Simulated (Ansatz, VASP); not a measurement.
ZnSe: VASP beside Ansatz

The input INCAR:

```
PREC = Accurate ; ENCUT = 520
EDIFF = 1E-6 ; ISMEAR = 0
SIGMA = 0.02 ; LREAL = False
LASPH = True ; NELM = 80
ALGO = Normal ; ISIF = 2
LWAVE = False ; LCHARG = False
GGA = PS ; NBANDS = 16
```

Contents of KPOINTS:

```
Automatic mesh
0
Gamma
  8 8 8
```

The input POSCAR:

```
ZnSe
1.0
    0.0000000000      2.9043899580      2.9043899580
    2.9043899580      0.0000000000      2.9043899580
    2.9043899580      2.9043899580      0.0000000000
Zn Se
1 1
Direct
    0.0000000000      0.0000000000      0.0000000000
    0.7500000000      0.7500000000      0.7500000000
```

Input for Ansatz:

```yaml
crystal:
  lattice:
    - [0.0, 2.904389958, 2.904389958]
    - [2.904389958, 0.0, 2.904389958]
    - [2.904389958, 2.904389958, 0.0]
  atoms:
    - { symbol: Zn, position: [0.0, 0.0, 0.0] }
    - { symbol: Se, position: [0.75, 0.75, 0.75] }
basis:
  ecutwfc: 420
kpoints:
  mp_grid: { grid: [8, 8, 8] }
hamiltonian:
  xc: pbesol
scf:
  occupations: { method: gaussian, width: 0.02 }
output:
  forces: true
  stress: true
  eigenvalues: true
```

Alike in both runs: task single point; functional PBEsol; k mesh 8 × 8 × 8; occupations gaussian, width 0.02 eV; no spin polarisation.

|  | VASP | Ansatz |
| --- | --- | --- |
| version | VASP 6.6.1 | Ansatz 0.2.0 |
| potentials or method | VASP PAW PBE potentials, release 64 (Zn, Se), cutoff 520 eV | scalar-relativistic, plane waves, PAW |
| valence electrons in the cell | 18 | 28 |

|  | VASP | Ansatz | Ansatz less VASP |
| --- | --- | --- | --- |
| gap on the k mesh at the Fermi level (eV) | 0.89 | 0.89 | 0.000 |
| least direct gap on the mesh (eV) | 0.89 | 0.89 | 0.000 |
| pressure (GPa) | -4.7 | -4.9 | -0.18 |

VASP's potentials were made for PBE, not for PBEsol. VASP's potentials hold 18 valence electrons a cell and Ansatz's 28, so a difference there can come from the potentials and not from the codes.
